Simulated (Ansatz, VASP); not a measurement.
## One calculation of Rb2H3, two programs

```
Rb H
1.0
     4.86958   -0.00912   -0.01065
    -2.44278    4.31386   -0.00753
    -0.01158   -0.01807    5.98165
Rb H
2 3
Direct
  0.33585 0.66693 0.23460
  0.66458 0.32892 0.76342
  0.99661 0.01677 0.00733
  0.33731 0.66573 0.73440
  0.66565 0.32166 0.26025
```

Change from the starting cell: A-type sesquioxide type (P-3m1, No. 164); cell x1, atoms moved at random (sigma 0.1 Å) and cell strained at random (1.5 %), then relaxed without symmetry.

Alike in both runs: functional PBE; k mesh 6 × 6 × 4; occupations gaussian, width 0.1 eV; no spin polarisation.

Ansatz relaxed the structure, and its values are those at the end. VASP's run is a single point on that final structure, the one shown.

|  | VASP | Ansatz |
| --- | --- | --- |
| version | VASP 6.6.1 | Ansatz 0.2.0 |
| potentials or method | VASP PAW PBE potentials, release 64 (Rb_sv, H), cutoff 520 eV | scalar-relativistic, plane waves, PAW |
| valence electrons in the cell | 21 | 21 |

```csv
,VASP,Ansatz,Ansatz less VASP
gap on the k mesh at the Fermi level (eV),none,none,-
pressure (GPa),0.1,0.1,+0.02
rms of the force components (eV/Å),0.005,0.005,0.0000
```

A gap of «none» marks a metal or a gap that the smearing closes.
